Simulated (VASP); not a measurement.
A run of VASP 6.6.1:

The input INCAR:

```
ALGO = Normal
EDIFF = 1E-8
ENCUT = 520
GGA = PS
ISIF = 2
ISMEAR = -1
ISYM = 0
LASPH = True
LCHARG = False
LEFG = True
LREAL = False
LWAVE = False
NBANDS = 18
NELM = 60
PREC = Accurate
SIGMA = 0.03
```

Contents of KPOINTS:

```
k-points
0
Gamma
  12 12 16
```

The input POSCAR:

```
Si2Mo
1.0
   -1.6105963353      1.6105963353      3.9565305599
    1.6105963353     -1.6105963353      3.9565305599
    1.6105963353      1.6105963353     -3.9565305599
Si Mo
2 1
Direct
    0.3330000000      0.3330000000      0.0000000000
    0.6670000000      0.6670000000      0.0000000000
    0.0000000000      0.0000000000      0.0000000000
```

Potentials or basis: VASP PAW PBE potentials, release 64 (Si, Mo_sv).

Command:

```console
$ cat potpaw_PBE.64/Si/POTCAR potpaw_PBE.64/Mo_sv/POTCAR > POTCAR
$ mpirun -np 1 vasp_std > vasp.out
```

Hardware: 1 thread of Oxide Virtual Turin-like Processor, on a shared host.

Task: How long does it take, and how much memory?

Result: Run time: 41 min on 1 thread of Oxide Virtual Turin-like Processor, with other jobs on the host, peak memory 0.83 GiB. Counts: scf iterations 16, k points 1156.
